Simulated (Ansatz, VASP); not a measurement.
# One calculation of As, two programs

```
As
1.0
     2.67664    0.00000    0.00000
     0.00000    2.67664    0.00000
     0.00000    0.00000    2.70368
As
1
Cartesian
  1.3383 1.3383 1.3518
```

Alike in both runs: task single point; functional PBEsol; k mesh 8 × 8 × 8; occupations fermi-dirac, width 0.05 eV; no spin polarisation.

|  | VASP | Ansatz |
| --- | --- | --- |
| version | VASP 6.6.1 | Ansatz 0.2.0 |
| potentials or method | VASP PAW PBE potentials, release 64 (As) | Ansatz PAW |
| plane-wave cutoff (eV) | 520 | 420 |
| valence electrons in the cell | 5 | 15 |

```csv
,VASP,Ansatz,Ansatz less VASP
gap on the k mesh at the Fermi level (eV),none,none,-
pressure (GPa),1.7,1.4,-0.36
```

VASP's potentials were made for PBE, not for PBEsol. A gap of «none» marks a metal or a gap that the smearing closes. VASP's potentials hold 5 valence electrons a cell and Ansatz's 15, so a difference there can come from the potentials and not from the codes.
